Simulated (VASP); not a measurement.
Wanted: the native input for a VASP 6.6.1 run.

| Quantity | Value |
| --- | --- |
| Task | single point |
| Functional | PBE |
| Potentials or basis | VASP PAW PBE potentials, release 64 (Os_sv_GW) |
| Cutoff | 560 eV |
| k mesh | 8 × 8 × 6 |
| Occupations | gaussian, width 0.1 eV |
| Spin | no spin polarisation |
| Dipole correction | no |
| Further INCAR settings | ALGO = Normal; EDIFF = 1e-06; NBANDS = 23 |

The structure of Os lies in POSCAR:

```
Os
1.0
    1.3885688789     -4.0367962255      0.0267174559
    1.3885688789      4.0367962255      0.0267174559
   -0.0535937504      0.0000000000      2.7457817308
Os
2
Direct
    0.8548707623      0.1451292377      0.2500000000
    0.1451292377      0.8548707623      0.7500000000
```

These files were run (other wordings do the same):

INCAR

```
SYSTEM = Os
PREC = Accurate ; ENCUT = 560
EDIFF = 1E-6 ; ISMEAR = 0
SIGMA = 0.1 ; LREAL = .False.
LASPH = .True. ; NELM = 120
ALGO = Normal ; ISIF = 2
LWAVE = .False. ; LCHARG = .False.
GGA = PE ; NBANDS = 23
GGA_COMPAT = .False.
```

KPOINTS

```
Automatic mesh
0
Gamma
  8 8 6
  0 0 0
```

Potentials or basis: VASP PAW PBE potentials, release 64 (Os_sv_GW).

The run is started by

```console
$ cat potpaw_PBE.64/Os_sv_GW/POTCAR > POTCAR
$ mpirun -np 1 vasp_std > vasp.out
```

It gave:

The pressure is -1.0 GPa. The largest force is 0.029 eV/Å. The band gap on the k mesh is zero (bands 16 and 17 overlap by 3.06 eV).

Caveat: the k points lie up to 0.38 Å⁻¹ apart, too coarse for converged energies and pressures of a metal; spin-orbit coupling is left out, which moves the levels of the heavy elements.

It took 75 s on 1 thread of AMD EPYC 9R45 96-Core Processor (Zen 5) (shared host), peak memory 0.2 GiB.
